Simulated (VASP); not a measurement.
Here is a VASP 6.6.1 calculation.

The input INCAR:

```
SYSTEM = Os
PREC     = Accurate       ! precision mode
ENCUT    = 520            ! plane-wave cutoff, eV
EDIFF    = 1E-6           ! SCF threshold, eV
ISMEAR   = 0              ! smearing method
SIGMA    = 0.01           ! smearing width, eV
LREAL    = .False.        ! projectors in reciprocal space
LASPH    = .True.         ! aspherical terms in the spheres
NELM     = 60             ! most SCF steps
ALGO     = Normal         ! electronic algorithm
ISIF     = 2              ! what is computed and relaxed
LWAVE    = .False.        ! write WAVECAR
LCHARG   = .True.         ! write CHGCAR
GGA      = PS             ! functional
LELF     = .True.         ! ELF
LVHAR    = .True.       
NBANDS   = 15             ! bands
```

The input KPOINTS:

```
regular mesh
0
Gamma
  7 7 4
  0 0 0
```

File POSCAR:

```
Os
1.0
    2.7341000000      0.0000000000      0.0000000000
   -1.3670500000      2.3678000600      0.0000000000
    0.0000000000      0.0000000000      4.3197000000
Os
2
Direct
    0.3333333300      0.6666666700      0.2500000000
    0.6666666700      0.3333333300      0.7500000000
```

Potentials or basis: VASP PAW PBE potentials, release 64 (Os).

Command:

```console
$ cat potpaw_PBE.64/Os/POTCAR > POTCAR
$ mpirun -np 1 vasp_std > vasp.out
```

Task: Predict the band gap on the k mesh.

Result: Zero (band 8 reaches 11.09 eV, above the bottom of band 9 at 7.73 eV).

Task: Estimate the pressure.

Result: -1.8 GPa.

Stress tensor (GPa, compression positive):
```
 0.89  0.00  0.00
 0.00  0.89  0.00
 0.00  0.00 -7.17
```

Caveat: the k points lie up to 0.38 Å⁻¹ apart; the PAW data sets were made with another functional, which shifts forces and pressure a little; spin-orbit coupling is left out, which moves the levels of the heavy elements.
